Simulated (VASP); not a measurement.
# Ir (P6_3/mmc) in VASP: further runs

Runs on Ir. Level: PBEsol. Tasks: single point.

Everything below comes from runs of VASP 6.6.1. Logs are shortened: lines on timing, memory, paths and dates and some standing lists are left out, and cuts for length are marked.

## (1) The cell of the first run

It takes space group P6_3/mmc (No. 194, hexagonal). The conventional cell has a = 2.788 Å, b = 2.788 Å, c = 4.521 Å, α = 90.00°, β = 90.00°, γ = 120.00°. Ir (site symmetry -6m2) has 12 Ir at 2.77 to 2.79 Å within 3.7 Å.

## (2) Single point, PBEsol

File INCAR:

```
SYSTEM = Ir
PREC     = Accurate       ! precision mode
ENCUT    = 520            ! plane-wave cutoff, eV
EDIFF    = 1E-6           ! SCF threshold, eV
ISMEAR   = -1             ! smearing method
SIGMA    = 0.1            ! smearing width, eV
LREAL    = .FALSE.        ! projectors in reciprocal space
LASPH    = .TRUE.         ! aspherical terms in the spheres
NELM     = 60             ! most SCF steps
ALGO     = Normal         ! electronic algorithm
ISIF     = 2              ! what is computed and relaxed
LWAVE    = .FALSE.        ! write WAVECAR
LCHARG   = .FALSE.        ! write CHGCAR
GGA      = PS             ! functional
NBANDS   = 16             ! bands
```

File KPOINTS:

```
Automatic mesh
0
G
  12 12 7
  0 0 0
```

File POSCAR:

```
Ir
1.0
    2.7875865205      0.0000000000      0.0000000000
   -1.3937932602      2.4141157010      0.0000000000
    0.0000000000      0.0000000000      4.5210110761
Ir
2
Direct
    0.6666666667      0.3333333333      0.7500000000
    0.3333333333      0.6666666667      0.2500000000
```

Potentials or basis: VASP PAW PBE potentials, release 64 (Ir).

On the command line:

```sh
> cat potpaw_PBE.64/Ir/POTCAR > POTCAR
> mpirun -np 1 vasp_std > vasp.out
```

OUTCAR:

```text
SYSTEM = Ir
   PREC = Accurate
   ENCUT = 520
   EDIFF = 1E-6
   ISMEAR = -1
   LREAL = .FALSE.
   LASPH = .TRUE.
   NELM = 60
   ISIF = 2
   GGA = PS

 ion  position               nearest neighbor table
   1  0.667  0.333  0.750-   2 2.77   2 2.77   2 2.77   2 2.77   2 2.77   2 2.77
   2  0.333  0.667  0.250-   1 2.77   1 2.77   1 2.77   1 2.77   1 2.77   1 2.77

  LATTYP: Found a hexagonal cell.
 ALAT       =     2.7875865205
 C/A-ratio  =     1.6218370418

  Lattice vectors:

 A1 = (   2.7875865205,   0.0000000000,   0.0000000000)
 A2 = (  -1.3937932602,   2.4141157010,   0.0000000000)
 A3 = (   0.0000000000,   0.0000000000,   4.5210110761)

Analysis of symmetry for initial positions (statically):
=====================================================================
 Subroutine PRICEL returns:
 Original cell was already a primitive cell.

 Routine SETGRP: Setting up the symmetry group for a
 hexagonal supercell.

 Subroutine GETGRP returns: Found 24 space group operations
 (whereof 12 operations were pure point group operations)
 out of a pool of 24 trial point group operations.

The static configuration has the point symmetry D_3d.
 The point group associated with its full space group is D_6h.

Analysis of symmetry for dynamics (positions and initial velocities):
=====================================================================
 Subroutine PRICEL returns:
 Original cell was already a primitive cell.

 Routine SETGRP: Setting up the symmetry group for a
 hexagonal supercell.

 Subroutine GETGRP returns: Found 24 space group operations
 (whereof 12 operations were pure point group operations)
 out of a pool of 24 trial point group operations.

The dynamic configuration has the point symmetry D_3d.
 The point group associated with its full space group is D_6h.

 Subroutine INISYM returns: Found 24 space group operations
 (whereof 12 operations are pure point group operations),
 and found     1 'primitive' translations

----------------------------------------------------------------------------------------

                                     Primitive cell

  volume of cell :      30.4244

  direct lattice vectors                    reciprocal lattice vectors
     2.787586521  0.000000000  0.000000000     0.358733260  0.207115177  0.000000000
    -1.393793260  2.414115701  0.000000000     0.000000000  0.414230353  0.000000000
     0.000000000  0.000000000  4.521011076     0.000000000  0.000000000  0.221189460

  length of vectors
     2.787586521  2.787582155  4.521011076     0.414229705  0.414230353  0.221189460

  position of ions in fractional coordinates (direct lattice)
     0.666666667  0.333333333  0.750000000
     0.333333333  0.666666667  0.250000000

  ion indices of the primitive-cell ions
   primitive index   ion index
                 1           1
                 2           2

----------------------------------------------------------------------------------------

 KPOINTS: Automatic mesh

Automatic generation of k-mesh.
 Grid dimensions read from file:
 generate k-points for:   12   12    7

 Generating k-lattice:

  Cartesian coordinates                     Fractional coordinates (reciprocal lattice)
     0.029894438  0.017259598  0.000000000     0.083333333  0.000000000  0.000000000
     0.000000000  0.034519196  0.000000000     0.000000000  0.083333333  0.000000000
     0.000000000  0.000000000  0.031598494     0.000000000  0.000000000  0.142857143

  Length of vectors
     0.034519142  0.034519196  0.031598494

  Shift w.r.t. Gamma in fractional coordinates (k-lattice)
     0.000000000  0.000000000  0.000000000

 Subroutine IBZKPT returns following result:
 ===========================================

 Found     76 irreducible k-points:

 Following reciprocal coordinates:
            Coordinates               Weight
  0.000000  0.000000  0.000000      1.000000
  0.083333 -0.000000  0.000000      6.000000
  0.166667 -0.000000  0.000000      6.000000
  0.250000  0.000000  0.000000      6.000000
  0.333333 -0.000000  0.000000      6.000000
  0.416667  0.000000  0.000000      6.000000
[... 16 lines left out ...]
  0.250000  0.000000  0.142857     12.000000
  0.333333 -0.000000  0.142857     12.000000
 [... further k-points ...]
   k-points           NKPTS =     76   k-points in BZ     NKDIM =     76   number of bands    NBANDS=     16
   number of dos      NEDOS =    301   number of ions     NIONS =      2
   total plane-waves  NPLWV =  20736
   dimension x,y,z NGX =    24 NGY =   24 NGZ =   36
   dimension x,y,z NGXF=    48 NGYF=   48 NGZF=   72
   ions per type =               2
   NGX,Y,Z   is equivalent  to a cutoff of  14.31, 14.31, 13.24 a.u.
   NGXF,Y,Z  is equivalent  to a cutoff of  28.63, 28.63, 26.48 a.u.
 SYSTEM =  Ir
   PREC   = accura    normal or accurate (medium, high low for compatibility)
   ISTART =      0    job   : 0-new  1-cont  2-samecut
   ICHARG =      2    charge: 1-file 2-atom 10-const
   ISPIN  =      1    spin polarized calculation?
   LNONCOLLINEAR =      F non collinear calculations
   LSORBIT =      F    spin-orbit coupling
   LASPH  =      T    aspherical Exc in radial PAW
   ENCUT  =  520.0 eV  38.22 Ry    6.18 a.u.   5.18  5.18  8.41*2*pi/ulx,y,z
   NELM   =     60;   NELMIN=  2; NELMDL= -5     # of ELM steps
   EDIFF  = 0.1E-05   stopping-criterion for ELM
   LREAL  =      F    real-space projection
   EDIFFG = 0.1E-04   stopping-criterion for IOM
   NSW    =      0    number of steps for IOM
   IBRION =     -1    ionic relax: 0-MD 1-quasi-New 2-CG
   NFREE  =      0    steps in history (QN), initial steepest desc. (CG)
   ISIF   =      2    stress and relaxation
   ISYM   =      2    0-nonsym 1-usesym 2-fastsym
   POTIM  = 0.5000    time-step for ionic-motion
   TEBEG  =    0.0;   TEEND  =   0.0 temperature during run
   PSTRESS=    0.0 pullay stress
   NELECT =      18.0000    total number of electrons
   NUPDOWN=      -1.0000    fix difference up-down
   EMIN   =  10.00;   EMAX   =-10.00  energy-range for DOS
   EFERMI =   0.00;   METHOD = LEGACY
   ISMEAR =    -1;   SIGMA  =   0.10  broadening in eV -4-tet -1-fermi 0-gaus
   EFERMI_NEDOS =   21; number of points for ismear=-14 and -15
   IALGO  =     38    algorithm
   IMIX   =      4    mixing-type and parameters
     AMIX     =   0.40;   BMIX     =  1.00
     AMIX_MAG =   1.60;   BMIX_MAG =  1.00
  volume/ion in A,a.u.               =      15.21       102.66
  Fermi-wavevector in a.u.,A,eV,Ry     =   1.374332  2.597111 25.698528  1.888788
  Thomas-Fermi vector in A             =   2.499768
   LORBIT       =      0    0 simple, 1 ext, 2 COOP (PROOUT), +10 PAW based schemes
   GGA     = PS    functional components
   LHFCALC =     F    Hartree Fock is set to
   AEXX    =    0.0000 exact exchange contribution
   IVDW    =     0    specifies the selected vdW correction
   LEPSILON=     F    determine dielectric tensor
   LRPA    =     F    only Hartree local field effects (RPA)
 non-spin polarized calculation
  energy-cutoff  :      520.00
  volume of cell :       30.42
 maximum number of plane-waves:       834
 NGX is ok and might be reduce to    24
   NGX = 11   NGY = 11   NGZ = 17

 number of electron      17.9999999 magnetization

 Free energy of the ion-electron system (eV)
  ---------------------------------------------------
  ext. energy  EPLUGINS =         0.00000000
  ---------------------------------------------------
  free energy    TOTEN  =       -19.36848784 eV

  energy without entropy =      -19.28635719  energy(sigma->0) =      -19.32742251

 E-fermi :   9.1319     XC(G=0): -13.6781

 val. band max:        9.1227282107   @ k =   0.1667   0.1667   0.4286
 cond. band min:       9.1356755021   @ k =   0.2500   0.2500   0.1429
 fundamental gap:      0.0129472914
 Fermi energy:         9.1319286243

 k-point     1 :       0.0000    0.0000    0.0000
  band No.  band energies     occupation
      1      -1.3934      2.00000
      2       1.6547      2.00000
      3       5.5830      2.00000
      4       5.6861      2.00000
      5       5.6861      2.00000
      6       6.2726      2.00000
[... 8 lines left out ...]
     15      25.5424      0.00000
     16      26.4661      0.00000

 k-point     2 :       0.0833   -0.0000    0.0000
  band No.  band energies     occupation
      1      -1.1420      2.00000
      2       1.8767      2.00000
      3       5.2377      2.00000
      4       5.8929      2.00000
      5       5.9760      2.00000
      6       6.1546      2.00000
[... 8 lines left out ...]
     15      25.8644      0.00000
     16      26.7681      0.00000

 k-point     3 :       0.1667   -0.0000    0.0000
  band No.  band energies     occupation
      1      -0.4306      2.00000
      2       2.4341      2.00000
      3       4.8001      2.00000
      4       5.5656      2.00000
      5       5.7811      2.00000
      6       6.4918      2.00000
[... 8 lines left out ...]
     15      26.3190      0.00000
     16      26.3980      0.00000

 k-point     4 :       0.2500    0.0000    0.0000
  band No.  band energies     occupation
      1       0.5864      2.00000
      2       2.8526      2.00000
      3       4.4503      2.00000
      4       4.6826      2.00000
      5       5.5480      2.00000
      6       6.0870      2.00000
[... 8 lines left out ...]
     15      24.4570      0.00000
     16      25.0286      0.00000

 k-point     5 :       0.3333   -0.0000    0.0000
  band No.  band energies     occupation
      1       1.5721      2.00000
      2       2.7054      2.00000
      3       3.6045      2.00000
      4       5.0181      2.00000
      5       5.7372      2.00000
      6       5.8410      2.00000
[... 8 lines left out ...]
     15      22.4445      0.00000
     16      23.7951      0.00000

 k-point     6 :       0.4167    0.0000    0.0000
  band No.  band energies     occupation
      1       2.1225      2.00000
      2       2.4363      2.00000
      3       3.0815      2.00000
      4       5.5056      2.00000
      5       5.5700      2.00000
      6       5.9886      2.00000
[... 8 lines left out ...]
     15      20.8836      0.00000
     16      21.4711      0.00000
[... 267 lines left out ...]
 k-point    21 :       0.0833   -0.0000    0.1429
  band No.  band energies     occupation
      1      -0.9330      2.00000
      2       1.8830      2.00000
      3       5.2371      2.00000
      4       5.7220      2.00000
      5       5.7788      2.00000
      6       5.9184      2.00000
[... 8 lines left out ...]
     15      26.1708      0.00000
     16      26.5244      0.00000

 k-point    22 :       0.1667   -0.0000    0.1429
  band No.  band energies     occupation
      1      -0.2380      2.00000
      2       2.4657      2.00000
      3       4.8407      2.00000
      4       5.1573      2.00000
      5       5.6612      2.00000
      6       6.1820      2.00000
[... 8 lines left out ...]
     15      25.6479      0.00000
     16      26.3870      0.00000

 k-point    23 :       0.2500    0.0000    0.1429
  band No.  band energies     occupation
      1       0.7301      2.00000
      2       2.9205      2.00000
      3       4.2742      2.00000
      4       4.7335      2.00000
      5       5.3508      2.00000
      6       6.1394      2.00000
[... 8 lines left out ...]
     15      24.7684      0.00000
     16      24.9692      0.00000

 k-point    24 :       0.3333   -0.0000    0.1429
  band No.  band energies     occupation
      1       1.5866      2.00000
      2       2.7776      2.00000
      3       3.6864      2.00000
      4       4.6882      2.00000
      5       5.7763      2.00000
      6       5.8630      2.00000
[... 8 lines left out ...]
     15      22.8639      0.00000
     16      23.5040      0.00000

 [... further k-points ...]

------------------------ aborting loop because EDIFF is reached ----------------------------------------

  FORCE on cell =-STRESS in cart. coord.  units (eV):
  Direction    XX          YY          ZZ          XY          YZ          ZX
  --------------------------------------------------------------------------------------
  -------------------------------------------------------------------------------------
  Total       -4.3610951     -4.3610769     -4.3669422     -0.0000000      0.0000000      0.0000000
  in kB     -229.6593489   -229.6583898   -229.9672657     -0.0000000      0.0000000      0.0000000
  external PRESSURE =    -229.7616681 kB  Pullay stress =       0.0000000 kB

 VOLUME and BASIS-vectors are now :
 -----------------------------------------------------------------------------
  energy-cutoff  :      520.00
  volume of cell :       30.42
      direct lattice vectors                 reciprocal lattice vectors
     2.787586521  0.000000000  0.000000000     0.358733260  0.207115177  0.000000000
    -1.393793260  2.414115701  0.000000000     0.000000000  0.414230353  0.000000000
     0.000000000  0.000000000  4.521011076     0.000000000  0.000000000  0.221189460

 POSITION                                       TOTAL-FORCE (eV/Angst)
 -----------------------------------------------------------------------------------
      1.39379      0.80471      3.39076        -0.000000     -0.000000      0.000000
     -0.00000      1.60941      1.13025         0.000000      0.000000      0.000000
 -----------------------------------------------------------------------------------
    total drift:                                0.000000     -0.000000     -0.000000

  FREE ENERGIE OF THE ION-ELECTRON SYSTEM (eV)
  ---------------------------------------------------
  free  energy   TOTEN  =       -19.3684878351 eV

  energy  without entropy=      -19.2863571894  energy(sigma->0) =      -19.32742251
```

Wall time 45 s (1 thread of Intel Xeon 8259CL, shared host); peak memory 0.17 GiB.

What came out:

```yaml
Free_energy: -19.3685 eV
Pressure: -23.0 GPa
Band_gap_on_the_k_mesh: zero (band 9 reaches 9.98 eV, above the bottom of band 10 at 7.02 eV)
```

Caveat: the PAW data sets were made with another functional, which shifts forces and pressure a little; spin-orbit coupling is left out, which moves the levels of the heavy elements.

## (3) Single point, PBEsol

This run uses another cell than the first one, of 15.80 Å³/atom, 1.038 times its volume.

File INCAR:

```
PREC = Accurate
ENCUT = 520
EDIFF = 1E-7
ISMEAR = -1
SIGMA = 0.1
LREAL = F
LASPH = T
NELM = 100
ALGO = Normal
ISIF = 2
LWAVE = F
LCHARG = F
GGA = PS
NBANDS = 16
```

File KPOINTS:

```
regular mesh
0
Gamma
  12 12 7
```

File POSCAR:

```
Ir
1.0
    2.8228761721      0.0000000000      0.0000000000
   -1.4114380861      2.4446773720      0.0000000000
    0.0000000000      0.0000000000      4.5782451403
Ir
2
Direct
    0.6666666667      0.3333333333      0.7500000000
    0.3333333333      0.6666666667      0.2500000000
```

Potentials or basis: VASP PAW PBE potentials, release 64 (Ir).

On the command line:

```sh
> cat potpaw_PBE.64/Ir/POTCAR > POTCAR
> mpirun -np 1 vasp_std > vasp.out
```

It took 53 s on 1 thread of Intel Xeon 8259CL, shared host; peak memory 0.18 GiB.

The run converged. Its results:

```yaml
Free_energy: -19.1676 eV
Pressure: -31.8 GPa
Band_gap_on_the_k_mesh: zero (band 9 reaches 9.31 eV, above the bottom of band 10 at 6.54 eV)
```

Stress tensor (GPa, compression positive):
```
-31.64   0.00   0.00
  0.00 -31.64   0.00
  0.00   0.00 -31.98
```

Levels at points of the mesh, in eV from the Fermi level:
| k point | band 6 | band 7 | band 8 | band 9 | band 10 | band 11 | band 12 | band 13 |
| --- | --- | --- | --- | --- | --- | --- | --- | --- |
| (0.00, 0.00, 0.00) | -2.69 | -2.69 | -2.01 | -2.01 | -0.56 | 0.24 | 0.24 | 6.07 |
| (0.50, 0.00, 0.00) | -2.98 | -2.54 | 0.58 | 0.79 | 0.93 | 2.56 | 3.86 | 7.58 |

Caveat: the PAW data sets were made with another functional, which shifts forces and pressure a little; spin-orbit coupling is left out, which moves the levels of the heavy elements.

## (4) Single point, PBEsol

This run uses another cell than the first one, of 16.38 Å³/atom, 1.077 times its volume.

File INCAR:

```
SYSTEM = Ir
PREC     = Accurate       ! precision mode
ENCUT    = 520            ! plane-wave cutoff, eV
EDIFF    = 1E-7           ! SCF threshold, eV
ISMEAR   = -1             ! smearing method
SIGMA    = 0.1            ! smearing width, eV
LREAL    = .FALSE.        ! projectors in reciprocal space
LASPH    = .TRUE.         ! aspherical terms in the spheres
NELM     = 80             ! most SCF steps
ALGO     = Normal         ! electronic algorithm
ISIF     = 2              ! what is computed and relaxed
LWAVE    = .FALSE.        ! write WAVECAR
LCHARG   = .FALSE.        ! write CHGCAR
GGA      = PS             ! functional
NBANDS   = 16             ! bands
```

File KPOINTS:

```
regular mesh
0
G
  12 12 7
  0 0 0
```

File POSCAR:

```
Ir
1.0
    2.8573048844      0.0000000000      0.0000000000
   -1.4286524422      2.4744934492      0.0000000000
    0.0000000000      0.0000000000      4.6340829011
Ir
2
Direct
    0.6666666667      0.3333333333      0.7500000000
    0.3333333333      0.6666666667      0.2500000000
```

On the command line:

```sh
> cat potpaw_PBE.64/Ir/POTCAR > POTCAR
> mpirun -np 1 vasp_std > vasp.out
```

It took 52 s on 1 thread of Intel Xeon 8259CL, shared host; peak memory 0.18 GiB.

It converged, with:

| Property | Result |
| --- | --- |
| Free energy | -18.9107 eV |
| Pressure | -38.4 GPa |
| Band gap on the k mesh | zero (band 9 reaches 8.70 eV, above the bottom of band 10 at 6.09 eV) |

Stress tensor (GPa, compression positive):
```
-38.21   0.00   0.00
  0.00 -38.21   0.00
  0.00   0.00 -38.80
```

Levels at points of the mesh, in eV from the Fermi level:
| k point | band 7 | band 8 | band 9 | band 10 | band 11 | band 12 |
| --- | --- | --- | --- | --- | --- | --- |
| (0.00, 0.00, 0.00) | -2.53 | -1.89 | -1.89 | -0.44 | 0.22 | 0.22 |
| (0.50, 0.00, 0.00) | -2.40 | 0.54 | 0.74 | 0.87 | 2.45 | 3.70 |

Caveat: the PAW data sets were made with another functional, which shifts forces and pressure a little; spin-orbit coupling is left out, which moves the levels of the heavy elements.

## (5) Overview

| cell | gap on the mesh (eV) | pressure (GPa) |
| --- | --- | --- |
| a = 2.788, b = 2.788, c = 4.521 Å, angles 90.0, 90.0, 120.0°, 2 atoms | none | -23.0 |
| a = 2.823, b = 2.823, c = 4.578 Å, angles 90.0, 90.0, 120.0°, 2 atoms | none | -31.8 |
| a = 2.857, b = 2.857, c = 4.634 Å, angles 90.0, 90.0, 120.0°, 2 atoms | none | -38.4 |

Alike in all rows: task single point; level PBEsol; potentials or basis VASP PAW PBE potentials, release 64 (Ir); no spin polarisation; k mesh 12 × 12 × 7; cutoff (eV) 520; smearing fermi-dirac 0.1 eV.

Caveats: the PAW data sets were made with another functional, which shifts forces and pressure a little; spin-orbit coupling is left out, which moves the levels of the heavy elements.

Total energies depend on the potentials used, so only differences within one code and one set of settings carry meaning.
